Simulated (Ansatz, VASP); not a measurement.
**HfN in VASP and in Ansatz**

```xyz
4
Lattice="3.1332 0.0000 0.0000 -1.5666 2.7134 0.0000 0.0000 0.0000 5.4503" Properties=species:S:1:pos:R:3 pbc="T T T"
Hf    1.5666    0.9045    4.0877
Hf    0.0000    1.8089    1.3626
N     0.0000    0.0000    0.0000
N     0.0000    0.0000    2.7251
```

Alike in both runs: functional BLYP; dispersion D3(BJ); k mesh 8 × 8 × 4; no spin polarisation.

Ansatz relaxed the structure, and its values are those at the end. VASP's run is a single point on that final structure, the one shown.

|  | VASP | Ansatz |
| --- | --- | --- |
| version | VASP 6.6.1 | Ansatz 0.2.0 |
| potentials or method | VASP PAW PBE potentials, release 64 (Hf_pv, N), cutoff 520 eV | plane waves, PAW |
| occupations | methfessel-paxton of order 1, width 0.1 eV | cold, width 0.1 eV |
| valence electrons in the cell | 30 | 62 |

```csv
,VASP,Ansatz,Ansatz less VASP
pressure (GPa),-1.3,0.0,+1.34
```

VASP's potentials were made for PBE, not for BLYP. VASP's potentials hold 30 valence electrons a cell and Ansatz's 62, so a difference there can come from the potentials and not from the codes.

Neither program's run includes spin-orbit coupling.
